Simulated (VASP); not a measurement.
Runs of VASP 6.6.1 on Si. Symmetry: Fd-3m, No. 227, cubic system. Conventional cell: a = 5.444 Å, b = 5.444 Å, c = 5.444 Å, α = 90.00°, β = 90.00°, γ = 90.00°. Si (site symmetry -43m) has 4 Si at 2.36 Å within 3.1 Å. 

```csv
task,level,potentials or basis,spin,cutoff (eV),k mesh for the DOS,occupations for the DOS,gap on the mesh (eV),pressure (GPa)
single point,PBE,"VASP PAW PBE potentials, release 64 (Si)",off,500,-,-,0.59,1.3
single point,r2SCAN,"VASP PAW PBE potentials, release 64 (Si)",off,550,-,-,0.79,-0.2
single point,PBE,"VASP PAW PBE potentials, release 64 (Si)","non-collinear, zero start, SOC",500,-,-,-,1.3
single point,LDA,"VASP PAW LDA potentials, release 64 (Si)",off,500,-,-,0.48,(a)
single point,PBE,"VASP PAW PBE potentials, release 64 (Si)",off,520,-,-,0.59,1.3
```

Alike in all rows: cell as given; k mesh 7 × 7 × 7; smearing gaussian 0.01 eV.

Problem. Estimate the missing entries.

Solution. (a) -2.1.

Caveats: the PAW data sets were made with another functional, which shifts forces and pressure a little (some runs).

A k mesh can miss the band edges.
